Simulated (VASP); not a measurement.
Wanted: the native input for a VASP 6.6.1 run.

| Property | Result |
| --- | --- |
| Task | single point |
| Functional | PBE |
| Potentials or basis | VASP PAW PBE potentials, release 64 (Sc_sv, Ga_d, S) |
| Cutoff | 520 eV |
| k mesh | 6 × 6 × 2 |
| Occupations | gaussian, width 0.1 eV |
| Spin | no spin polarisation |
| Dipole correction | no |
| Further INCAR settings | ALGO = Normal; EDIFF = 1e-06; NBANDS = 39 |

The structure of ScGaS lies in POSCAR:

```
ScGaS
1.0
    3.7233550682      0.0000000000      0.0000000000
    0.0000000000      3.7233550682      0.0000000000
    0.0000000000      0.0000000000      7.8554666534
Sc Ga S
2 2 2
Direct
    0.5000000000      0.0000000000      0.6833268209
    0.0000000000      0.5000000000      0.3166731791
    0.0000000000      0.0000000000      0.0000000000
    0.5000000000      0.5000000000      0.0000000000
    0.5000000000      0.0000000000      0.3553898899
    0.0000000000      0.5000000000      0.6446101101
```

The cell was generated, and may not be a known phase.

These files were run (other wordings do the same):

INCAR

```
SYSTEM = ScGaS
PREC     = Accurate       ! precision mode
ENCUT    = 520            ! plane-wave cutoff, eV
EDIFF    = 1E-6           ! SCF threshold, eV
ISMEAR   = 0              ! smearing method
SIGMA    = 0.1            ! smearing width, eV
LREAL    = .FALSE.        ! projectors in reciprocal space
LASPH    = .TRUE.         ! aspherical terms in the spheres
NELM     = 100            ! most SCF steps
ALGO     = Normal         ! electronic algorithm
ISIF     = 2              ! what is computed and relaxed
LWAVE    = .FALSE.        ! write WAVECAR
LCHARG   = .FALSE.        ! write CHGCAR
GGA      = PE             ! functional
NBANDS   = 39             ! bands
```

KPOINTS

```
regular mesh
0
G
  6 6 2
  0 0 0
```

Potentials or basis: VASP PAW PBE potentials, release 64 (Sc_sv, Ga_d, S).

Run with:

```console
$ cat potpaw_PBE.64/Sc_sv/POTCAR potpaw_PBE.64/Ga_d/POTCAR potpaw_PBE.64/S/POTCAR > POTCAR
$ mpirun -np 1 vasp_std > vasp.out
```

Results of the run:

```json
{
  "Pressure": "0.2 GPa",
  "Largest force": "0.017 eV/Å",
  "Band gap on the k mesh": "zero (bands 30 and 31 overlap by 1.72 eV)"
}
```

Caveat: the k points lie up to 0.40 Å⁻¹ apart, too coarse for converged energies and pressures of a metal.

Run time: 2.7 min on 1 thread of Oxide Virtual Turin-like Processor, on a shared host, peak memory 0.21 GiB.
